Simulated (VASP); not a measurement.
Here is a VASP 6.6.1 calculation.

Contents of POSCAR:

```
K
1.0
    0.0000000000      3.4365078421      3.4365078421
    3.4365078421      0.0000000000      3.4365078421
    3.4365078421      3.4365078421      0.0000000000
K
1
Direct
    0.0000000000      0.0000000000      0.0000000000
```

The input INCAR.step1:

```
SYSTEM = K
PREC = Accurate
ENCUT = 520
ISMEAR = -1
SIGMA = 0.05
LREAL = .False.
LASPH = .True.
NELM = 80
NBANDS = 10
GGA = PE
ALGO = Normal
EDIFF = 1E-4
LWAVE = .True.
LCHARG = .False.
```

File INCAR.step2:

```
SYSTEM = K
PREC = Accurate
ENCUT = 520
EDIFF = 1E-8
ISMEAR = -1
SIGMA = 0.05
LREAL = .False.
LASPH = .True.
NELM = 80
ALGO = Normal
ISIF = 2
LWAVE = .False.
LCHARG = .False.
METAGGA = R2SCAN
LMIXTAU = .True.
LEFG = .True.
NBANDS = 10
ISTART = 1
```

KPOINTS

```
regular mesh
0
Gamma
  11 11 11
  0 0 0
```

Potentials or basis: VASP PAW PBE potentials, release 64 (K_sv).

Command:

```console
$ cat potpaw_PBE.64/K_sv/POTCAR > POTCAR
$ cp INCAR.step1 INCAR
$ mpirun -np 1 vasp_std > vasp.out
$ cp INCAR.step2 INCAR
$ mpirun -np 1 vasp_std > vasp.out
```

Predict the pressure.

-0.2 GPa.

What does it give for the band gap on the k mesh?

Zero (an odd number of electrons rules out a gap without spin polarisation).

Caveat: the PAW data sets were made with another functional, which shifts forces and pressure a little.
